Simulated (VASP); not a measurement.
**B2SbP3: single point with PBE**

B2SbP3:

```xyz
6
Lattice="3.1801 0.0000 0.0000 -1.5900 2.7540 0.0000 0.0000 0.0000 9.8599" Properties=species:S:1:pos:R:3 pbc="T T T"
B     0.0000    1.8360    6.4102
B     1.5900    0.9180    3.4497
Sb    0.0000    0.0000    0.0000
P     0.0000    0.0000    4.9299
P     0.0000    1.8360    2.6468
P     1.5900    0.9180    7.2131
```

The cell was built from a structure type or drawn by symmetry, and may not be a known phase.

```
Program                : VASP 6.6.1
Task                   : single point
Functional             : PBE
Potentials or basis    : VASP PAW PBE potentials, release 64 (B, Sb, P)
Cutoff                 : 520 eV
k mesh                 : 6 × 6 × 2
Occupations            : gaussian, width 0.1 eV
Spin                   : no spin polarisation
Dipole correction      : no
Further INCAR settings : ALGO = Normal; EDIFF = 1e-06; NBANDS = 22
```

```json
{
  "Pressure": "-0.1 GPa",
  "Largest force": "0.019 eV/Å",
  "Band gap on the k mesh": "zero (bands 13 and 14 overlap by 3.18 eV)"
}
```

Forces in eV/Å, atoms in the order of the input:
```
B    0.000  0.000  0.019
B    0.000  0.000 -0.019
Sb   0.000  0.000  0.000
P    0.000  0.000  0.000
P    0.000  0.000  0.011
P    0.000  0.000 -0.011
```

Stress tensor (GPa, compression positive):
```
-0.12  0.00  0.00
 0.00 -0.12  0.00
 0.00  0.00  0.04
```

Levels at points of the mesh, in eV from the Fermi level:
```
           k point  band 11  band 12  band 13  band 14  band 15  band 16
(0.00, 0.00, 0.00)    -0.95     0.74     0.74     3.45     3.45     3.87
(0.50, 0.00, 0.00)    -3.21    -3.21    -0.16    -0.06     0.84     1.58
(0.00, 0.00, 0.50)     0.74     0.74     1.20     1.89     3.35     3.35
(0.50, 0.00, 0.50)    -2.43    -2.07    -1.38     0.18     1.06     1.46
```

Run time: 39 s on 1 thread of Intel Xeon 8259CL, on a shared host, peak memory 0.21 GiB.

Caveat: the k points lie up to 0.38 Å⁻¹ apart, too coarse for converged energies and pressures of a metal; spin-orbit coupling is left out, which moves the levels of the heavy elements.
